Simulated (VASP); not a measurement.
# BaTiO3 (R3m) in VASP: notebook, part 2 of 3

VASP 6.6.1.

## 3. Single point, PBE+U

This run uses another cell than the first one, of 13.32 Å³/atom.

Input file INCAR:

```
SYSTEM = BaTiO3
PREC     = Accurate       ! precision mode
ENCUT    = 520            ! plane-wave cutoff, eV
EDIFF    = 1E-7           ! SCF threshold, eV
ISMEAR   = -1             ! smearing method
SIGMA    = 0.05           ! smearing width, eV
LREAL    = .False.        ! projectors in reciprocal space
LASPH    = .True.         ! aspherical terms in the spheres
NELM     = 150            ! most SCF steps
ALGO     = Normal         ! electronic algorithm
ISIF     = 2              ! what is computed and relaxed
LWAVE    = .False.        ! write WAVECAR
LCHARG   = .True.         ! write CHGCAR
LMAXMIX  = 4              ! l up to which the mixer works
LDAU     = .True.         ! DFT+U
LDAUTYPE = 2            
LDAUL    = -1 2 -1        ! shell
LDAUU    = 0 3 0          ! U, eV
LDAUJ    = 0 0 0        
LDAUPRINT= 1            
GGA      = PE             ! functional
LELF     = .True.         ! ELF
LVHAR    = .True.       
NBANDS   = 28             ! bands
```

Input file KPOINTS:

```
regular mesh
0
Gamma
  7 7 7
  0 0 0
```

Input file POSCAR:

```
BaTiO3
1.0
    2.8610894520      1.6518507653      2.3488667053
   -2.8610894520      1.6518507653      2.3488667053
    0.0000000000     -3.3037015306      2.3488667052
Ba Ti O
1 1 3
Direct
   -0.0038247832     -0.0038247832     -0.0038247832
    0.4848359268      0.4848359268      0.4848359268
    0.5098638372      0.0184611820      0.5098638372
    0.0184611820      0.5098638372      0.5098638372
    0.5098638372      0.5098638372      0.0184611820
```

Potentials or basis: VASP PAW PBE potentials, release 64 (Ba_sv, Ti_sv, O).

Command:

```sh
$ cat potpaw_PBE.64/Ba_sv/POTCAR potpaw_PBE.64/Ti_sv/POTCAR potpaw_PBE.64/O/POTCAR > POTCAR
$ mpirun -np 1 vasp_std > vasp.out
```

OUTCAR:

```text
SYSTEM = BaTiO3
   PREC = Accurate
   ENCUT = 520
   EDIFF = 1E-7
   ISMEAR = -1
   LREAL = .False.
   LASPH = .True.
   NELM = 150
   ISIF = 2
   GGA = PE

 ion  position               nearest neighbor table
   1  0.996  0.996  0.996-   3 2.79   4 2.79   5 2.79   5 2.86   5 2.86   4 2.86   3 2.86   3 2.86
                             4 2.86   4 2.95   3 2.95   5 2.95   2 3.44   2 3.48   2 3.48   2 3.48
   2  0.485  0.485  0.485-   5 1.90   4 1.90   3 1.90   5 2.17   4 2.17   3 2.17   1 3.44   1 3.48
                             1 3.48   1 3.48   1 3.53   1 3.53   1 3.53   1 3.60
   3  0.510  0.018  0.510-   2 1.90   2 2.17   1 2.79   1 2.86   1 2.86   1 2.95
   4  0.018  0.510  0.510-   2 1.90   2 2.17   1 2.79   1 2.86   1 2.86   1 2.95
   5  0.510  0.510  0.018-   2 1.90   2 2.17   1 2.79   1 2.86   1 2.86   1 2.95

  LATTYP: Found a trigonal (rhomboedric) cell.
 ALAT       =     4.0535932951
 COS(alpha) =     0.0036486301

  Lattice vectors:

 A1 = (   2.8610894520,   1.6518507653,   2.3488667053)
 A2 = (  -2.8610894520,   1.6518507653,   2.3488667053)
 A3 = (   0.0000000000,  -3.3037015306,   2.3488667052)

Analysis of symmetry for initial positions (statically):
=====================================================================
 Subroutine PRICEL returns:
 Original cell was already a primitive cell.

 Routine SETGRP: Setting up the symmetry group for a
 trigonal (rhombohedral) supercell.

 Subroutine GETGRP returns: Found  6 space group operations
 (whereof  6 operations were pure point group operations)
 out of a pool of 12 trial point group operations.

The static configuration has the point symmetry C_3v.

Analysis of symmetry for dynamics (positions and initial velocities):
=====================================================================
 Subroutine PRICEL returns:
 Original cell was already a primitive cell.

 Routine SETGRP: Setting up the symmetry group for a
 trigonal (rhombohedral) supercell.

 Subroutine GETGRP returns: Found  6 space group operations
 (whereof  6 operations were pure point group operations)
 out of a pool of 12 trial point group operations.

The dynamic configuration has the point symmetry C_3v.

 Subroutine INISYM returns: Found  6 space group operations
 (whereof  6 operations are pure point group operations),
 and found     1 'primitive' translations

----------------------------------------------------------------------------------------

                                     Primitive cell

  volume of cell :      66.6058

  direct lattice vectors                    reciprocal lattice vectors
     2.861089452  1.651850765  2.348866705     0.174758605  0.100896927  0.141912409
    -2.861089452  1.651850765  2.348866705    -0.174758605  0.100896927  0.141912409
     0.000000000 -3.303701531  2.348866705     0.000000000 -0.201793855  0.141912409
[... 107 lines left out ...]
   IALGO  =     38    algorithm
   IMIX   =      4    mixing-type and parameters
     AMIX     =   0.40;   BMIX     =  1.00
     AMIX_MAG =   1.60;   BMIX_MAG =  1.00
  volume/ion in A,a.u.               =      13.32        89.90
  Fermi-wavevector in a.u.,A,eV,Ry     =   1.381203  2.610095 25.956133  1.907722
  Thomas-Fermi vector in A             =   2.506009
   LORBIT       =      0    0 simple, 1 ext, 2 COOP (PROOUT), +10 PAW based schemes
 LDA+U is selected, type is set to LDAUTYPE =  2
   angular momentum for each species LDAUL =    -1    2   -1
   U (eV)           for each species LDAUU =   0.0  3.0  0.0
   J (eV)           for each species LDAUJ =   0.0  0.0  0.0
   GGA     = PE    functional components
   LHFCALC =     F    Hartree Fock is set to
   AEXX    =    0.0000 exact exchange contribution
   IVDW    =     0    specifies the selected vdW correction
   LEPSILON=     F    determine dielectric tensor
   LRPA    =     F    only Hartree local field effects (RPA)
 non-spin polarized calculation
  energy-cutoff  :      520.00
  volume of cell :       66.61
 maximum number of plane-waves:      1812
 NGX is ok and might be reduce to    30
   NGX = 15   NGY = 15   NGZ = 15

atom =   2  type =  2  l = 2

 onsite density matrix

spin component  1

  0.1666 -0.0000  0.0000  0.0619 -0.0000
 -0.0000  0.1931  0.0000  0.0000  0.0619
  0.0000  0.0000  0.1147 -0.0000  0.0000
  0.0619  0.0000 -0.0000  0.1931 -0.0000
 -0.0000  0.0619  0.0000 -0.0000  0.1666

spin component  2

  0.1666 -0.0000  0.0000  0.0619 -0.0000
 -0.0000  0.1931  0.0000  0.0000  0.0619
  0.0000  0.0000  0.1147 -0.0000  0.0000
  0.0619  0.0000 -0.0000  0.1931 -0.0000
 -0.0000  0.0619  0.0000 -0.0000  0.1666

 occupancies and eigenvectors

  o =  0.1147  v =  0.0000  0.0000 -1.0000  0.0000 -0.0000  0.0000  0.0000  0.0000  0.0000  0.0000      0.0000  0.0000  0.0000  0.0000  0.0000  0.0000  0.0000  0.0000  0.0000  0.0000
  o =  0.1147  v =  0.0000  0.0000  0.0000  0.0000  0.0000  0.0000  0.0000 -1.0000  0.0000 -0.0000      0.0000  0.0000  0.0000  0.0000  0.0000  0.0000  0.0000  0.0000  0.0000  0.0000
  o =  0.1166  v =  0.0000  0.0000  0.0000  0.0000  0.0000 -0.7774  0.0000  0.0000  0.6290 -0.0000      0.0000  0.0000  0.0000  0.0000  0.0000  0.0000  0.0000  0.0000  0.0000  0.0000
  o =  0.1166  v = -0.7774  0.0000  0.0000  0.6290 -0.0000  0.0000  0.0000  0.0000  0.0000  0.0000      0.0000  0.0000  0.0000  0.0000  0.0000  0.0000  0.0000  0.0000  0.0000  0.0000
  o =  0.1166  v =  0.0000  0.0000  0.0000  0.0000  0.0000  0.0000 -0.6290 -0.0000  0.0000  0.7774      0.0000  0.0000  0.0000  0.0000  0.0000  0.0000  0.0000  0.0000  0.0000  0.0000
  o =  0.1166  v =  0.0000 -0.6290 -0.0000  0.0000  0.7774  0.0000  0.0000  0.0000  0.0000  0.0000      0.0000  0.0000  0.0000  0.0000  0.0000  0.0000  0.0000  0.0000  0.0000  0.0000
  o =  0.2431  v =  0.0000 -0.7774 -0.0000  0.0000 -0.6290  0.0000  0.0000  0.0000  0.0000  0.0000      0.0000  0.0000  0.0000  0.0000  0.0000  0.0000  0.0000  0.0000  0.0000  0.0000
  o =  0.2431  v =  0.0000  0.0000  0.0000  0.0000  0.0000  0.0000 -0.7774 -0.0000  0.0000 -0.6290      0.0000  0.0000  0.0000  0.0000  0.0000  0.0000  0.0000  0.0000  0.0000  0.0000
  o =  0.2431  v =  0.6290  0.0000  0.0000  0.7774 -0.0000  0.0000  0.0000  0.0000  0.0000  0.0000      0.0000  0.0000  0.0000  0.0000  0.0000  0.0000  0.0000  0.0000  0.0000  0.0000
  o =  0.2431  v =  0.0000  0.0000  0.0000  0.0000  0.0000  0.6290  0.0000  0.0000  0.7774 -0.0000      0.0000  0.0000  0.0000  0.0000  0.0000  0.0000  0.0000  0.0000  0.0000  0.0000

 number of electron      40.0000011 magnetization

 Free energy of the ion-electron system (eV)
  ---------------------------------------------------
  ext. energy  EPLUGINS =         0.00000000
  ---------------------------------------------------
  free energy    TOTEN  =       -37.96131234 eV

  energy without entropy =      -37.96131234  energy(sigma->0) =      -37.96131234

 E-fermi :   4.6424     XC(G=0): -11.0475

 val. band max:        3.5330938844   @ k =   0.4286   0.4286   0.4286
 cond. band min:       6.2010830880   @ k =   0.0000   0.0000   0.0000
 fundamental gap:      2.6679892036
 Fermi energy:         4.6423593597

 k-point     1 :       0.0000    0.0000    0.0000
  band No.  band energies     occupation
      1     -53.6606      2.00000
      2     -29.8643      2.00000
      3     -29.8538      2.00000
      4     -29.8538      2.00000
      5     -21.3061      2.00000
      6     -13.2001      2.00000
[... 733 lines left out ...]
     27      11.7034      0.00000
     28      11.8831      0.00000

 [... further k-points ...]

------------------------ aborting loop because EDIFF is reached ----------------------------------------

  FORCE on cell =-STRESS in cart. coord.  units (eV):
  Direction    XX          YY          ZZ          XY          YZ          ZX
  --------------------------------------------------------------------------------------
  -------------------------------------------------------------------------------------
  Total        1.3238205      1.3238205      1.1492662      0.0000000      0.0000000      0.0000000
  in kB       31.8440137     31.8440137     27.6451758      0.0000000      0.0000000      0.0000000
  external PRESSURE =      30.4444011 kB  Pullay stress =       0.0000000 kB

 VOLUME and BASIS-vectors are now :
 -----------------------------------------------------------------------------
  energy-cutoff  :      520.00
  volume of cell :       66.61
      direct lattice vectors                 reciprocal lattice vectors
     2.861089452  1.651850765  2.348866705     0.174758605  0.100896927  0.141912409
    -2.861089452  1.651850765  2.348866705    -0.174758605  0.100896927  0.141912409
     0.000000000 -3.303701531  2.348866705     0.000000000 -0.201793855  0.141912409

 POSITION                                       TOTAL-FORCE (eV/Angst)
 -----------------------------------------------------------------------------------
      0.00000      0.00000      7.01965        -0.000000      0.000000      0.041444
      0.00000      0.00000      3.41644        -0.000000      0.000000      0.516096
      1.40595     -0.81172      2.43857         0.217224     -0.125414     -0.185847
     -1.40595     -0.81172      2.43857        -0.217224     -0.125414     -0.185847
      0.00000      1.62345      2.43857        -0.000000      0.250829     -0.185847
 -----------------------------------------------------------------------------------
    total drift:                                0.000000      0.000000     -0.000376

  FREE ENERGIE OF THE ION-ELECTRON SYSTEM (eV)
  ---------------------------------------------------
  free  energy   TOTEN  =       -37.9613123425 eV

  energy  without entropy=      -37.9613123425  energy(sigma->0) =      -37.96131234
```

It took 51 s on 1 thread of AMD EPYC 9R45 (Zen 5), shared host; peak memory 0.19 GiB.

What came out:

- Free energy: -37.9613 eV
- Pressure: 3.0 GPa
- Largest force: 0.516 eV/Å
- Band gap on the k mesh: 2.67 eV (least direct gap 3.05 eV)

Forces in eV/Å, atoms in the order of the input:
```
Ba   0.000  0.000  0.041
Ti   0.000  0.000  0.516
O    0.217 -0.125 -0.186
O   -0.217 -0.125 -0.186
O    0.000  0.251 -0.186
```

Stress tensor (GPa, compression positive):
```
3.18 0.00 0.00
0.00 3.18 0.00
0.00 0.00 2.76
```

Eigenvalues of the final occupation matrices:
```
    site  spin  trace               eigenvalues
site 2 d     1   0.83  0.11 0.12 0.12 0.24 0.24
site 2 d     2   0.83  0.11 0.12 0.12 0.24 0.24
```

Caveat: the cell stands under pressure; spin-orbit coupling is left out, which moves the levels of the heavy elements. A k mesh can miss the band edges.

## 4. Single point, PBE+U

This run uses another cell than the first one, of 13.30 Å³/atom.

Input file INCAR:

```
SYSTEM = BaTiO3
  PREC = Accurate
  ENCUT = 520
  EDIFF = 1E-7
  ISMEAR = -1
  SIGMA = 0.05
  LREAL = .FALSE.
  LASPH = .TRUE.
  NELM = 150
  ALGO = Normal
  ISIF = 2
  LWAVE = .FALSE.
  LCHARG = .FALSE.
  LMAXMIX = 4
  LDAU = .TRUE.
  LDAUTYPE = 2
  LDAUL = -1 2 -1
  LDAUU = 0 4 0
  LDAUJ = 0 0 0
  LDAUPRINT = 1
  GGA = PE
  NBANDS = 28
```

Input file KPOINTS:

```
regular mesh
0
G
  7 7 7
  0 0 0
```

Input file POSCAR:

```
BaTiO3
1.0
    2.8606385544      1.6515904394      2.3455487917
   -2.8606385544      1.6515904394      2.3455487917
    0.0000000000     -3.3031808789      2.3455487917
Ba Ti O
1 1 3
Direct
   -0.0029497406     -0.0029497406     -0.0029497406
    0.4868591356      0.4868591356      0.4868591356
    0.5091430058      0.0170045933      0.5091430058
    0.0170045933      0.5091430058      0.5091430058
    0.5091430058      0.5091430058      0.0170045933
```

Command:

```sh
$ cat potpaw_PBE.64/Ba_sv/POTCAR potpaw_PBE.64/Ti_sv/POTCAR potpaw_PBE.64/O/POTCAR > POTCAR
$ mpirun -np 1 vasp_std > vasp.out
```

It took 51 s on 1 thread of AMD EPYC 9R45 (Zen 5), shared host; peak memory 0.19 GiB.

Results (log left out):

| Property | Result |
| --- | --- |
| Free energy | -37.3074 eV |
| Pressure | 3.5 GPa |
| Largest force | 0.603 eV/Å |
| Band gap on the k mesh | 2.67 eV (least direct gap 3.02 eV) |

Forces in eV/Å, atoms in the order of the input:
```
Ba   0.000  0.000  0.034
Ti   0.000  0.000  0.603
O    0.260 -0.150 -0.212
O   -0.260 -0.150 -0.212
O    0.000  0.300 -0.212
```

Stress tensor (GPa, compression positive):
```
3.59 0.00 0.00
0.00 3.59 0.00
0.00 0.00 3.19
```

Levels at points of the mesh, in eV from the valence-band top:
| k point | band 16 | band 17 | band 18 | band 19 | band 20 | band 21 | band 22 | band 23 | band 24 | band 25 |
| --- | --- | --- | --- | --- | --- | --- | --- | --- | --- | --- |
| (0.00, 0.00, 0.00) | -1.15 | -0.97 | -0.42 | -0.35 | -0.35 | 2.67 | 2.67 | 2.76 | 4.22 | 4.22 |

Eigenvalues of the final occupation matrices:
| site | spin | trace | eigenvalues |
| --- | --- | --- | --- |
| site 2 d | 1 | 0.81 | 0.11 0.11 0.11 0.24 0.24 |
| site 2 d | 2 | 0.81 | 0.11 0.11 0.11 0.24 0.24 |

Caveat: the cell stands under pressure; spin-orbit coupling is left out, which moves the levels of the heavy elements.

[end of part 2 of 3]
